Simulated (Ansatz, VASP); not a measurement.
## One calculation of HfB2, two programs

```
Hf B
1.0
     3.09756    0.00000    0.00000
    -1.54878    2.68257    0.00000
     0.00000    0.00000    3.43297
Hf B
1 2
Direct
  0.00000 0.00000 0.00000
  0.33333 0.66667 0.50000
  0.66667 0.33333 0.50000
```

Change from the starting cell: volume scaled by 0.96.

Alike in both runs: task single point; functional PBE; k mesh 13 × 13 × 11; occupations fermi-dirac, width 0.05 eV; no spin polarisation.

|  | VASP | Ansatz |
| --- | --- | --- |
| version | VASP 6.6.1 | Ansatz 0.2.0 |
| potentials or method | VASP PAW PBE potentials, release 64 (Hf_pv, B), cutoff 520 eV | all-electron LAPW, scalar-relativistic |

```csv
,VASP,Ansatz,Ansatz less VASP
pressure (GPa),12.4,12.7,+0.35
"traceless stress, the component that is largest in VASP (GPa)",-0.57,-0.80,-0.234
```

Ansatz ran all-electron here, and VASP with PAW potentials.

Neither program's run includes spin-orbit coupling.
